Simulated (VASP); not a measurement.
# AlN (I-4m2) in VASP: further runs

AlN is run at these levels: PBE; tasks: single point.

Everything below comes from runs of VASP 6.6.1. Logs are shortened: lines on timing, memory, paths and dates and some standing lists are left out, and cuts for length are marked.

## 1. The cell of the first run

The structure is tetragonal, space group I-4m2 (No. 119). The conventional cell has a = 3.120 Å, b = 3.120 Å, c = 4.281 Å, α = 90.00°, β = 90.00°, γ = 90.00°. Al (site symmetry -4m2) has 4 N at 1.89 Å within 2.5 Å. Within 2.5 Å of N (site symmetry -4m2) lie 4 Al at 1.89 Å.

## 2. Single point, PBE

Input file INCAR:

```
PREC     = Accurate       # precision mode
ENCUT    = 600            # plane-wave cutoff, eV
EDIFF    = 1E-6           # SCF threshold, eV
ISMEAR   = -1             # smearing method
SIGMA    = 0.05           # smearing width, eV
LREAL    = F              # projectors in reciprocal space
LASPH    = T              # aspherical terms in the spheres
NELM     = 120            # most SCF steps
ALGO     = Normal         # electronic algorithm
ISIF     = 2              # what is computed and relaxed
LWAVE    = F              # write WAVECAR
LCHARG   = F              # write CHGCAR
GGA      = PE             # functional
NBANDS   = 11             # bands
GGA_COMPAT= F
```

Input file KPOINTS:

```
regular mesh
0
Gamma
  10 10 10
```

Input file POSCAR:

```
AlN
1.0
    0.0000000000      2.2061666515      2.1403136884
    2.2061666515      0.0000000000      2.1403136884
    2.2061666515      2.2061666515      0.0000000000
Al N
1 1
Direct
    0.0000000000      0.0000000000      0.0000000000
    0.2500000000      0.2500000000      0.2500000000
```

Potentials or basis: VASP PAW PBE potentials, release 64 (Al, N).

The run is started by

```sh
$ cat potpaw_PBE.64/Al/POTCAR potpaw_PBE.64/N/POTCAR > POTCAR
$ mpirun -np 1 vasp_std > vasp.out
```

OUTCAR:

```text
PREC = Accurate
   ENCUT = 600
   EDIFF = 1E-6
   ISMEAR = -1
   LREAL = F
   LASPH = T
   NELM = 120
   ISIF = 2
   GGA = PE

 ion  position               nearest neighbor table
   1  0.000  0.000  0.000-   2 1.89   2 1.89   2 1.89   2 1.89
   2  0.250  0.250  0.250-   1 1.89   1 1.89   1 1.89   1 1.89

  LATTYP: Found a body centered tetragonal cell.
 ALAT       =     3.1199907994
 C/A-ratio  =     1.3720000000

  Lattice vectors:

 A1 = (   0.0000000000,  -2.2061666515,  -2.1403136884)
 A2 = (   0.0000000000,   2.2061666515,  -2.1403136884)
 A3 = (   2.2061666515,   0.0000000000,   2.1403136884)

Analysis of symmetry for initial positions (statically):
=====================================================================
 Subroutine PRICEL returns:
 Original cell was already a primitive cell.

 Routine SETGRP: Setting up the symmetry group for a
 body centered tetragonal supercell.

 Subroutine GETGRP returns: Found  8 space group operations
 (whereof  8 operations were pure point group operations)
 out of a pool of 16 trial point group operations.

The static configuration has the point symmetry D_2d.

Analysis of symmetry for dynamics (positions and initial velocities):
=====================================================================
 Subroutine PRICEL returns:
 Original cell was already a primitive cell.

 Routine SETGRP: Setting up the symmetry group for a
 body centered tetragonal supercell.

 Subroutine GETGRP returns: Found  8 space group operations
 (whereof  8 operations were pure point group operations)
 out of a pool of 16 trial point group operations.

The dynamic configuration has the point symmetry D_2d.

 Subroutine INISYM returns: Found  8 space group operations
 (whereof  8 operations are pure point group operations),
 and found     1 'primitive' translations

----------------------------------------------------------------------------------------

                                     Primitive cell

  volume of cell :      20.8345

  direct lattice vectors                    reciprocal lattice vectors
     0.000000000  2.206166651  2.140313688    -0.226637457  0.226637457  0.233610616
     2.206166651  0.000000000  2.140313688     0.226637457 -0.226637457  0.233610616
     2.206166651  2.206166651  0.000000000     0.226637457  0.226637457 -0.233610616

  length of vectors
     3.073778453  3.073778453  3.119990799     0.396614415  0.396614415  0.396614415

  position of ions in fractional coordinates (direct lattice)
     0.000000000  0.000000000  0.000000000
     0.250000000  0.250000000  0.250000000

  ion indices of the primitive-cell ions
   primitive index   ion index
                 1           1
                 2           2

----------------------------------------------------------------------------------------

 KPOINTS: regular mesh

Automatic generation of k-mesh.
 Grid dimensions read from file:
 generate k-points for:   10   10   10

 Generating k-lattice:

  Cartesian coordinates                     Fractional coordinates (reciprocal lattice)
    -0.022663746  0.022663746  0.023361062     0.100000000 -0.000000000  0.000000000
     0.022663746 -0.022663746  0.023361062    -0.000000000  0.100000000  0.000000000
     0.022663746  0.022663746 -0.023361062     0.000000000  0.000000000  0.100000000

  Length of vectors
     0.039661441  0.039661441  0.039661441

  Shift w.r.t. Gamma in fractional coordinates (k-lattice)
     0.000000000  0.000000000  0.000000000

 Subroutine IBZKPT returns following result:
 ===========================================

 Found    102 irreducible k-points:

 Following reciprocal coordinates:
            Coordinates               Weight
  0.000000  0.000000  0.000000      1.000000
  0.100000  0.000000  0.000000      8.000000
  0.200000  0.000000  0.000000      8.000000
  0.300000  0.000000  0.000000      8.000000
  0.400000  0.000000  0.000000      8.000000
  0.500000  0.000000  0.000000      4.000000
[... 16 lines left out ...]
  0.300000  0.300000  0.000000      2.000000
  0.400000  0.300000  0.000000      8.000000
 [... further k-points ...]
   k-points           NKPTS =    102   k-points in BZ     NKDIM =    102   number of bands    NBANDS=     11
   number of dos      NEDOS =    301   number of ions     NIONS =      2
   total plane-waves  NPLWV =  21952
   dimension x,y,z NGX =    28 NGY =   28 NGZ =   28
   dimension x,y,z NGXF=    56 NGYF=   56 NGZF=   56
   ions per type =               1   1
   NGX,Y,Z   is equivalent  to a cutoff of  15.14, 15.14, 14.92 a.u.
   NGXF,Y,Z  is equivalent  to a cutoff of  30.29, 30.29, 29.84 a.u.
 SYSTEM =  unknown system
   PREC   = accura    normal or accurate (medium, high low for compatibility)
   ISTART =      0    job   : 0-new  1-cont  2-samecut
   ICHARG =      2    charge: 1-file 2-atom 10-const
   ISPIN  =      1    spin polarized calculation?
   LNONCOLLINEAR =      F non collinear calculations
   LSORBIT =      F    spin-orbit coupling
   LASPH  =      T    aspherical Exc in radial PAW
   ENCUT  =  600.0 eV  44.10 Ry    6.64 a.u.   6.14  6.14  6.23*2*pi/ulx,y,z
   NELM   =    120;   NELMIN=  2; NELMDL= -5     # of ELM steps
   EDIFF  = 0.1E-05   stopping-criterion for ELM
   LREAL  =      F    real-space projection
   EDIFFG = 0.1E-04   stopping-criterion for IOM
   NSW    =      0    number of steps for IOM
   IBRION =     -1    ionic relax: 0-MD 1-quasi-New 2-CG
   NFREE  =      0    steps in history (QN), initial steepest desc. (CG)
   ISIF   =      2    stress and relaxation
   ISYM   =      2    0-nonsym 1-usesym 2-fastsym
   POTIM  = 0.5000    time-step for ionic-motion
   TEBEG  =    0.0;   TEEND  =   0.0 temperature during run
   PSTRESS=    0.0 pullay stress
   NELECT =       8.0000    total number of electrons
   NUPDOWN=      -1.0000    fix difference up-down
   EMIN   =  10.00;   EMAX   =-10.00  energy-range for DOS
   EFERMI =   0.00;   METHOD = LEGACY
   ISMEAR =    -1;   SIGMA  =   0.05  broadening in eV -4-tet -1-fermi 0-gaus
   EFERMI_NEDOS =   21; number of points for ismear=-14 and -15
   IALGO  =     38    algorithm
   IMIX   =      4    mixing-type and parameters
     AMIX     =   0.40;   BMIX     =  1.00
     AMIX_MAG =   1.60;   BMIX_MAG =  1.00
  volume/ion in A,a.u.               =      10.42        70.30
  Fermi-wavevector in a.u.,A,eV,Ry     =   1.189899  2.248583 19.263943  1.415860
  Thomas-Fermi vector in A             =   2.325996
   LORBIT       =      0    0 simple, 1 ext, 2 COOP (PROOUT), +10 PAW based schemes
   GGA     = PE    functional components
   LHFCALC =     F    Hartree Fock is set to
   AEXX    =    0.0000 exact exchange contribution
   IVDW    =     0    specifies the selected vdW correction
   LEPSILON=     F    determine dielectric tensor
   LRPA    =     F    only Hartree local field effects (RPA)
 non-spin polarized calculation
  energy-cutoff  :      600.00
  volume of cell :       20.83
 maximum number of plane-waves:       714
 NGX is ok and might be reduce to    28
   NGX = 13   NGY = 13   NGZ = 13

 number of electron       7.9999999 magnetization

 Free energy of the ion-electron system (eV)
  ---------------------------------------------------
  ext. energy  EPLUGINS =         0.00000000
  ---------------------------------------------------
  free energy    TOTEN  =       -14.83709912 eV

  energy without entropy =      -14.83709912  energy(sigma->0) =      -14.83709912

 E-fermi :   7.0194     XC(G=0): -10.9347

 val. band max:        6.0533413571   @ k =   0.0000   0.0000   0.0000
 cond. band min:       9.2065695738   @ k =   0.5000   0.5000   0.0000
 fundamental gap:      3.1532282167
 Fermi energy:         7.0193857974

 k-point     1 :       0.0000    0.0000    0.0000
  band No.  band energies     occupation
      1      -9.0097      2.00000
      2       5.9341      2.00000
      3       5.9341      2.00000
      4       6.0533      2.00000
      5      10.1648      0.00000
      6      18.5115      0.00000
      7      18.5472      0.00000
      8      18.5472      0.00000
      9      23.1719      0.00000
     10      24.0741      0.00000
     11      24.6946      0.00000

 k-point     2 :       0.1000    0.0000    0.0000
  band No.  band energies     occupation
      1      -8.8632      2.00000
      2       5.1601      2.00000
      3       5.8733      2.00000
      4       5.9725      2.00000
      5      10.8262      0.00000
      6      18.1255      0.00000
      7      18.6493      0.00000
      8      18.6959      0.00000
      9      22.0421      0.00000
     10      22.6558      0.00000
     11      24.4049      0.00000

 k-point     3 :       0.2000    0.0000    0.0000
  band No.  band energies     occupation
      1      -8.4463      2.00000
      2       3.5575      2.00000
      3       5.7219      2.00000
      4       5.8631      2.00000
      5      11.9509      0.00000
      6      17.3020      0.00000
      7      18.4277      0.00000
      8      18.7792      0.00000
      9      21.7428      0.00000
     10      21.9531      0.00000
     11      23.5165      0.00000

 k-point     4 :       0.3000    0.0000    0.0000
  band No.  band energies     occupation
      1      -7.8407      2.00000
      2       1.9121      2.00000
      3       5.5483      2.00000
      4       5.7400      2.00000
      5      12.7886      0.00000
      6      16.5352      0.00000
      7      17.6742      0.00000
      8      18.2535      0.00000
      9      22.7390      0.00000
     10      22.9695      0.00000
     11      23.4035      0.00000
[... 239 lines left out ...]
 k-point    22 :      -0.2000    0.2000    0.0000
  band No.  band energies     occupation
      1      -7.6619      2.00000
      2       2.2782      2.00000
      3       4.3860      2.00000
      4       5.6083      2.00000
      5      13.5139      0.00000
      6      15.6816      0.00000
      7      17.6556      0.00000
      8      18.2454      0.00000
      9      20.9473      0.00000
     10      24.2211      0.00000
     11      28.0151      0.00000

 k-point    23 :       0.3000    0.3000    0.0000
  band No.  band energies     occupation
      1      -7.4083      2.00000
      2       2.5465      2.00000
      3       4.6054      2.00000
      4       4.6054      2.00000
      5      11.3792      0.00000
      6      15.4196      0.00000
      7      18.2523      0.00000
      8      20.3165      0.00000
      9      20.3165      0.00000
     10      25.9904      0.00000
     11      29.5686      0.00000

 k-point    24 :       0.4000    0.3000    0.0000
  band No.  band energies     occupation
      1      -6.9376      2.00000
      2       1.9118      2.00000
      3       4.1916      2.00000
      4       4.4262      2.00000
      5      10.8929      0.00000
      6      15.2270      0.00000
      7      18.5362      0.00000
      8      20.3727      0.00000
      9      20.9589      0.00000
     10      27.0470      0.00000
     11      29.5228      0.00000

 [... further k-points ...]
[... 5 lines left out ...]
  --------------------------------------------------------------------------------------
  -------------------------------------------------------------------------------------
  Total        0.4144856      0.4144856      0.8804434      0.0000000      0.0000000      0.0000000
  in kB       31.8739584     31.8739584     67.7061266      0.0000000      0.0000000      0.0000000
  external PRESSURE =      43.8180144 kB  Pullay stress =       0.0000000 kB

 VOLUME and BASIS-vectors are now :
 -----------------------------------------------------------------------------
  energy-cutoff  :      600.00
  volume of cell :       20.83
      direct lattice vectors                 reciprocal lattice vectors
     0.000000000  2.206166651  2.140313688    -0.226637457  0.226637457  0.233610616
     2.206166651  0.000000000  2.140313688     0.226637457 -0.226637457  0.233610616
     2.206166651  2.206166651  0.000000000     0.226637457  0.226637457 -0.233610616

 POSITION                                       TOTAL-FORCE (eV/Angst)
 -----------------------------------------------------------------------------------
      0.00000      0.00000      0.00000        -0.000000     -0.000000     -0.000000
      1.10308      1.10308      1.07016         0.000000      0.000000      0.000000
 -----------------------------------------------------------------------------------
    total drift:                                0.000000      0.000000     -0.000000

  FREE ENERGIE OF THE ION-ELECTRON SYSTEM (eV)
  ---------------------------------------------------
  free  energy   TOTEN  =       -14.8370991221 eV

  energy  without entropy=      -14.8370991220  energy(sigma->0) =      -14.83709912
```

Run time: 17 s. Hardware: 1 thread of Intel Xeon Platinum 8559C (Emerald Rapids), shared host; peak memory 0.16 GiB.

What came out:

```yaml
Free_energy: -14.8371 eV
Pressure: 4.4 GPa
Band_gap_on_the_k_mesh: 3.15 eV (least direct gap 4.11 eV)
```

Caveat: the cell stands under pressure.

## 3. Single point, PBE

Input file INCAR:

```
SYSTEM = AlN
ALGO = Normal
EDIFF = 1E-6
ENCUT = 600
GGA = PE
GGA_COMPAT = .FALSE.
ISIF = 2
ISMEAR = -1
LASPH = .TRUE.
LCHARG = .TRUE.
LELF = .TRUE.
LREAL = .FALSE.
LVHAR = .TRUE.
LWAVE = .FALSE.
NBANDS = 11
NELM = 120
PREC = Accurate
SIGMA = 0.05
```

Input file KPOINTS:

```
k-points
0
G
  10 10 10
  0 0 0
```

Input file POSCAR:

```
AlN
1.0
    0.0000000000      2.1624758569      2.2276734308
    2.1624758569      0.0000000000      2.2276734308
    2.1624758569      2.1624758569      0.0000000000
Al N
1 1
Direct
    0.0000000000      0.0000000000      0.0000000000
    0.2500000000      0.2500000000      0.2500000000
```

Potentials or basis: VASP PAW PBE potentials, release 64 (Al, N).

The run is started by

```sh
$ cat potpaw_PBE.64/Al/POTCAR potpaw_PBE.64/N/POTCAR > POTCAR
$ mpirun -np 1 vasp_std > vasp.out
```

It took 14 s on 1 thread of Intel Xeon Platinum 8559C (Emerald Rapids), shared host; peak memory 0.16 GiB.

It converged, with:

- Free energy: -14.8366 eV
- Pressure: 4.4 GPa
- Band gap on the k mesh: 3.23 eV (least direct gap 4.15 eV)

Stress tensor (GPa, compression positive):
```
5.82 0.00 0.00
0.00 5.82 0.00
0.00 0.00 1.53
```

Levels at points of the mesh, in eV from the valence-band top:
```tsv
k point	band 1	band 2	band 3	band 4	band 5	band 6	band 7	band 8	band 9
(0.00, 0.00, 0.00)	-15.03	-0.13	0.00	0.00	4.14	12.51	12.51	12.53	17.10
(0.50, 0.00, 0.00)	-12.98	-5.90	-0.66	-0.40	7.29	9.82	10.88	11.38	17.90
(0.50, 0.50, 0.00)	-12.43	-5.14	-1.66	-1.66	3.37	8.87	13.55	15.85	15.85
(0.50, 0.00, 0.50)	-12.30	-4.86	-1.90	-1.90	3.23	8.41	14.07	15.16	16.05
```

Caveat: the cell stands under pressure. A k mesh can miss the band edges.

## 4. Single point, PBE

Input file INCAR:

```
SYSTEM = AlN
PREC     = Accurate       ! precision mode
ENCUT    = 600            ! plane-wave cutoff, eV
EDIFF    = 1E-6           ! SCF threshold, eV
ISMEAR   = -1             ! smearing method
SIGMA    = 0.05           ! smearing width, eV
LREAL    = .False.        ! projectors in reciprocal space
LASPH    = .True.         ! aspherical terms in the spheres
NELM     = 120            ! most SCF steps
ALGO     = Normal         ! electronic algorithm
ISIF     = 2              ! what is computed and relaxed
LWAVE    = .False.        ! write WAVECAR
LCHARG   = .False.        ! write CHGCAR
GGA      = PE             ! functional
NBANDS   = 11             ! bands
GGA_COMPAT= .False.
```

Input file KPOINTS:

```
Automatic mesh
0
Gamma
  10 10 10
  0 0 0
```

Input file POSCAR:

```
AlN
1.0
    0.0000000000      2.1415818804      2.2713533020
    2.1415818804      0.0000000000      2.2713533020
    2.1415818804      2.1415818804      0.0000000000
Al N
1 1
Direct
    0.0000000000      0.0000000000      0.0000000000
    0.2500000000      0.2500000000      0.2500000000
```

The run is started by

```sh
$ cat potpaw_PBE.64/Al/POTCAR potpaw_PBE.64/N/POTCAR > POTCAR
$ mpirun -np 1 vasp_std > vasp.out
```

It took 17 s on 1 thread of Intel Xeon Platinum 8559C (Emerald Rapids), shared host; peak memory 0.16 GiB.

Results (log left out):

| Quantity | Value |
| --- | --- |
| Free energy | -14.8196 eV |
| Pressure | 4.2 GPa |
| Band gap on the k mesh | 3.13 eV (least direct gap 4.08 eV) |

Stress tensor (GPa, compression positive):
```
 7.30  0.00  0.00
 0.00  7.30  0.00
 0.00  0.00 -2.02
```

Levels at points of the mesh, in eV from the valence-band top:
```tsv
k point	band 1	band 2	band 3	band 4	band 5	band 6	band 7	band 8	band 9
(0.00, 0.00, 0.00)	-15.10	-0.30	-0.02	-0.02	4.06	12.43	12.43	12.48	16.43
(0.50, 0.00, 0.00)	-13.05	-5.97	-0.86	-0.34	7.10	9.75	10.70	11.58	17.73
(0.50, 0.50, 0.00)	-12.59	-5.40	-1.56	-1.56	3.41	9.09	13.13	15.92	15.92
(0.50, 0.00, 0.50)	-12.33	-4.83	-2.06	-2.03	3.13	8.19	14.14	14.57	16.34
```

Caveat: the cell stands under pressure. A k mesh can miss the band edges.

## 5. Summary

```tsv
cell	gap on the mesh (eV)	pressure (GPa)
a = 3.074, b = 3.074, c = 3.120 Å, angles 59.5, 59.5, 61.0°, 2 atoms	3.15	4.4
a = 3.105, b = 3.105, c = 3.058 Å, angles 60.5, 60.5, 59.0°, 2 atoms	3.23	4.4
a = 3.122, b = 3.122, c = 3.029 Å, angles 61.0, 61.0, 58.0°, 2 atoms	3.13	4.2
```

Alike in all rows: task single point; level PBE; potentials or basis VASP PAW PBE potentials, release 64 (Al, N); no spin polarisation; k mesh 10 × 10 × 10; cutoff (eV) 600; smearing fermi-dirac 0.05 eV.

Caveats: the cell stands under pressure.

Total energies depend on the potentials used, so only differences within one code and one set of settings carry meaning.
